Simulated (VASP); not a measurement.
# TiAl (P-6m2) in VASP: notebook, part 2 of 2

VASP 6.6.1. Earlier steps stand in the parts before.

**3. Single point, PBEsol**

This run uses another cell than the first one, of 16.87 Å³/atom, 0.996 times its volume.

Input file INCAR:

```
SYSTEM = TiAl
  ALGO = Fast
  EDIFF = 1E-6
  ENCUT = 520
  GGA = PS
  ISIF = 2
  ISMEAR = 0
  LASPH = .TRUE.
  LCHARG = .FALSE.
  LREAL = .FALSE.
  LWAVE = .FALSE.
  NBANDS = 14
  NELM = 80
  PREC = Accurate
  SIGMA = 0.15
```

Input file KPOINTS:

```
k-points
0
G
  18 18 10
  0 0 0
```

Input file POSCAR:

```
TiAl
1.0
    2.9045000000      0.0000000000      0.0000000000
   -1.4522500000      2.5153707853      0.0000000000
    0.0000000000      0.0000000000      4.6191923846
Ti Al
1 1
Direct
    0.0000000000      0.0000000000      0.0000000000
    0.3333333333      0.6666666667      0.5000000000
```

Potentials or basis: VASP PAW PBE potentials, release 64 (Ti_sv, Al).

On the command line:

```sh
> cat potpaw_PBE.64/Ti_sv/POTCAR potpaw_PBE.64/Al/POTCAR > POTCAR
> mpirun -np 1 vasp_std > vasp.out
```

OUTCAR:

```text
SYSTEM = TiAl
   EDIFF = 1E-6
   ENCUT = 520
   GGA = PS
   ISIF = 2
   ISMEAR = 0
   LASPH = .TRUE.
   LREAL = .FALSE.
   NELM = 80
   PREC = Accurate

 ion  position               nearest neighbor table
   1  0.000  0.000  0.000-   2 2.85   2 2.85   2 2.85   2 2.85   2 2.85   2 2.85
   2  0.333  0.667  0.500-   1 2.85   1 2.85   1 2.85   1 2.85   1 2.85   1 2.85

  LATTYP: Found a hexagonal cell.
 ALAT       =     2.9045000000
 C/A-ratio  =     1.5903571646

  Lattice vectors:

 A1 = (   2.9045000000,   0.0000000000,   0.0000000000)
 A2 = (  -1.4522500000,   2.5153707853,   0.0000000000)
 A3 = (   0.0000000000,   0.0000000000,   4.6191923846)

Analysis of symmetry for initial positions (statically):
=====================================================================
 Subroutine PRICEL returns:
 Original cell was already a primitive cell.

 Routine SETGRP: Setting up the symmetry group for a
 hexagonal supercell.

 Subroutine GETGRP returns: Found 12 space group operations
 (whereof 12 operations were pure point group operations)
 out of a pool of 24 trial point group operations.

The static configuration has the point symmetry D_3h.

[... 169 lines left out ...]
 k-point     1 :       0.0000    0.0000    0.0000
  band No.  band energies     occupation
      1     -48.7102      2.00000
      2     -25.1306      2.00000
      3     -24.7429      2.00000
      4     -24.7429      2.00000
      5      -1.1806      2.00000
      6       5.4367      2.00000
      7       6.0112      2.00000
      8       8.8619      0.00000
      9       8.8619      0.00000
     10      10.2602      0.00000
     11      10.2602      0.00000
     12      11.7443      0.00000
     13      20.1260      0.00000
     14      20.1260      0.00000
[... 377 lines left out ...]
      1     -48.6271      2.00000
      2     -25.2264      2.00000
      3     -25.0468      2.00000
      4     -24.8968      2.00000
      5       3.4172      2.00000
      6       5.6172      2.00000
      7       6.2710      2.00000
      8       6.8899      2.00000
      9       9.1382      0.00000
     10      10.6590      0.00000
     11      11.6166      0.00000
     12      12.3112      0.00000
     13      13.0624      0.00000
     14      13.9841      0.00000

 [... further k-points ...]
[... 5 lines left out ...]
  --------------------------------------------------------------------------------------
  -------------------------------------------------------------------------------------
  Total       -0.9371476     -0.9371476     -0.5524530      0.0000000      0.0000000     -0.0000000
  in kB      -44.4917161    -44.4917161    -26.2280782      0.0000000      0.0000000     -0.0000000
  external PRESSURE =     -38.4038368 kB  Pullay stress =       0.0000000 kB

 VOLUME and BASIS-vectors are now :
 -----------------------------------------------------------------------------
  energy-cutoff  :      520.00
  volume of cell :       33.75
      direct lattice vectors                 reciprocal lattice vectors
     2.904500000  0.000000000  0.000000000     0.344293338  0.198777851  0.000000000
    -1.452250000  2.515370785  0.000000000     0.000000000  0.397555703  0.000000000
     0.000000000  0.000000000  4.619192385     0.000000000  0.000000000  0.216488060

 POSITION                                       TOTAL-FORCE (eV/Angst)
 -----------------------------------------------------------------------------------
      0.00000      0.00000      0.00000         0.000000     -0.000000      0.000000
     -0.00000      1.67691      2.30960        -0.000000      0.000000      0.000000
 -----------------------------------------------------------------------------------
    total drift:                                0.000000     -0.000000      0.000000

  FREE ENERGIE OF THE ION-ELECTRON SYSTEM (eV)
  ---------------------------------------------------
  free  energy   TOTEN  =       -12.9291060108 eV

  energy  without entropy=      -12.8994011127  energy(sigma->0) =      -12.91425356
```

OSZICAR:

```text
N       E                     dE             d eps       ncg     rms          rms(c)
DAV:   1     0.982459350926E+02    0.98246E+02   -0.70744E+03  6222   0.107E+03
DAV:   2    -0.894881090842E+01   -0.10719E+03   -0.10313E+03  6456   0.297E+02
DAV:   3    -0.144874634292E+02   -0.55387E+01   -0.54218E+01  9508   0.654E+01
[... 20 lines left out ...]
RMM:  24    -0.129290999412E+02   -0.37018E-05   -0.38424E-05  7474   0.226E-02    0.354E-03
RMM:  25    -0.129291022649E+02   -0.23237E-05   -0.24300E-05  6776   0.179E-02    0.327E-03
RMM:  26    -0.129291040495E+02   -0.17846E-05   -0.18623E-05  7071   0.160E-02    0.257E-03
RMM:  27    -0.129291051454E+02   -0.10959E-05   -0.11199E-05  6464   0.131E-02    0.148E-03
RMM:  28    -0.129291060108E+02   -0.86541E-06   -0.91683E-06  5492   0.109E-02
   1 F= -.12929106E+02 E0= -.12914254E+02  d E =-.297049E-01
```

stdout:

```text
POSCAR found type information on POSCAR TiAl
 POSCAR found :  2 types and       2 ions
 scaLAPACK will be used
 -----------------------------------------------------------------------------
|                                                                             |
|                                                                             |
|     You enforced a specific xc type in the INCAR file but a different       |
|     I HOPE YOU KNOW WHAT YOU ARE DOING!                                     |
|                                                                             |
 -----------------------------------------------------------------------------

 LDA part: xc-table for (Slater+PW92), standard interpolation
 POSCAR, INCAR and KPOINTS ok, starting setup
 FFT: planning ... GRIDC
 FFT: planning ... GRID_SOFT
 FFT: planning ... GRID
 WAVECAR not read
 entering main loop
WARNING in EDDRMM: call to ZHEGV failed, returncode =   6  3      5
```

It took 2 min on 1 thread of Intel Xeon Platinum 8488C (Sapphire Rapids), shared host; peak memory 0.24 GiB.

Results:

| Property | Result |
| --- | --- |
| Free energy | -12.9291 eV |
| Pressure | -3.8 GPa |

Stress tensor (GPa, compression positive):
```
-4.45  0.00  0.00
 0.00 -4.45  0.00
 0.00  0.00 -2.62
```

Caveat: the PAW data sets were made with another functional, which shifts forces and pressure a little.

**4. Single point, PBEsol**

This run uses another cell than the first one, of 16.97 Å³/atom, 1.002 times its volume.

Input file INCAR:

```
ALGO     = Fast           # electronic algorithm
EDIFF    = 1E-6           # SCF threshold, eV
ENCUT    = 520            # plane-wave cutoff, eV
GGA      = PS             # functional
ISIF     = 2              # what is computed and relaxed
ISMEAR   = 0              # smearing method
LASPH    = True           # aspherical terms in the spheres
LCHARG   = True           # write CHGCAR
LELF     = True           # ELF
LREAL    = False          # projectors in reciprocal space
LVHAR    = True         
LWAVE    = False          # write WAVECAR
NBANDS   = 14             # bands
NELM     = 60             # most SCF steps
PREC     = Accurate       # precision mode
SIGMA    = 0.15           # smearing width, eV
```

Input file KPOINTS:

```
k-points
0
Gamma
  18 18 10
```

Input file POSCAR:

```
TiAl
1.0
    2.7526000000      0.0000000000      0.0000000000
   -1.3763000000      2.3838215265      0.0000000000
    0.0000000000      0.0000000000      5.1735000000
Ti Al
1 1
Direct
    0.0000000000      0.0000000000      0.0000000000
    0.3333333333      0.6666666667      0.5000000000
```

On the command line:

```sh
> cat potpaw_PBE.64/Ti_sv/POTCAR potpaw_PBE.64/Al/POTCAR > POTCAR
> mpirun -np 1 vasp_std > vasp.out
```

Run time: 1.9 min. Hardware: 1 thread of Intel Xeon Platinum 8488C (Sapphire Rapids), shared host; peak memory 0.23 GiB.

It converged, with:

```
Free energy : -12.6779 eV
Pressure    : -3.9 GPa
```

Stress tensor (GPa, compression positive):
```
  4.08   0.00   0.00
  0.00   4.08   0.00
  0.00   0.00 -19.84
```

Levels at points of the mesh, in eV from the Fermi level:
```
           k point  band 4  band 5  band 6  band 7  band 8  band 9  band 10  band 11
(0.00, 0.00, 0.00)  -32.27   -9.24   -3.01   -2.87    1.22    1.22     2.13     2.99
(0.50, 0.00, 0.00)  -32.46   -3.56   -2.58   -1.69   -1.40    2.28     3.39     3.52
(0.00, 0.00, 0.50)  -32.27   -8.69   -5.56   -1.27    1.22    1.22     2.96     2.96
(0.50, 0.00, 0.50)  -32.46   -3.48   -2.60   -2.04    0.63    0.87     1.69     2.21
```

Caveat: the PAW data sets were made with another functional, which shifts forces and pressure a little.

**5. Overview**

```csv
cell,gap on the mesh (eV),pressure (GPa)
"a = 2.800, b = 2.800, c = 4.989 Å, angles 90.0, 90.0, 120.0°, 2 atoms",none,-4.6
"a = 2.905, b = 2.905, c = 4.619 Å, angles 90.0, 90.0, 120.0°, 2 atoms",none,-3.8
"a = 2.753, b = 2.753, c = 5.173 Å, angles 90.0, 90.0, 120.0°, 2 atoms",none,-3.9
```

Alike in all rows: task single point; level PBEsol; potentials or basis VASP PAW PBE potentials, release 64 (Ti_sv, Al); no spin polarisation; k mesh 18 × 18 × 10; cutoff (eV) 520; smearing gaussian 0.15 eV.

Caveats: the PAW data sets were made with another functional, which shifts forces and pressure a little.

Absolute energies hang on the potentials; compare differences alone.
